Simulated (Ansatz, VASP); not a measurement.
Ga2SnO3: VASP beside Ansatz

```xyz
6
Lattice="3.0470 0.0000 0.0000 -1.5235 2.6388 0.0000 0.0000 0.0000 12.2692" Properties=species:S:1:pos:R:3 pbc="T T T"
Ga    0.0000    1.7592    1.4111
Ga    1.5235    0.8796   10.8581
Sn    0.0000    0.0000    6.1346
O     0.0000    1.7592   10.1153
O     1.5235    0.8796    2.1539
O     0.0000    0.0000    0.0000
```

Change from the starting cell: species swapped into the NaFe2O3 type (P-3m1, No. 164).

Alike in both runs: functional PBE; k mesh 6 × 6 × 2; occupations gaussian, width 0.1 eV; no spin polarisation.

Ansatz relaxed the structure, and its values are those at the end. VASP's run is a single point on that final structure, the one shown.

```csv
,VASP,Ansatz
version,VASP 6.6.1,Ansatz 0.2.0
potentials or method,"VASP PAW PBE potentials, release 64 (Ga_d, Sn_d, O), cutoff 520 eV","scalar-relativistic, plane waves, PAW"
valence electrons in the cell,58,58
```

```csv
,VASP,Ansatz,Ansatz less VASP
gap on the k mesh at the Fermi level (eV),none,none,-
pressure (GPa),0.4,0.1,-0.39
rms of the force components (eV/Å),0.011,0.002,-0.0090
```

A gap of «none» marks a metal or a gap that the smearing closes.

The k mesh is coarse, so the values compare programs but aren't converged.
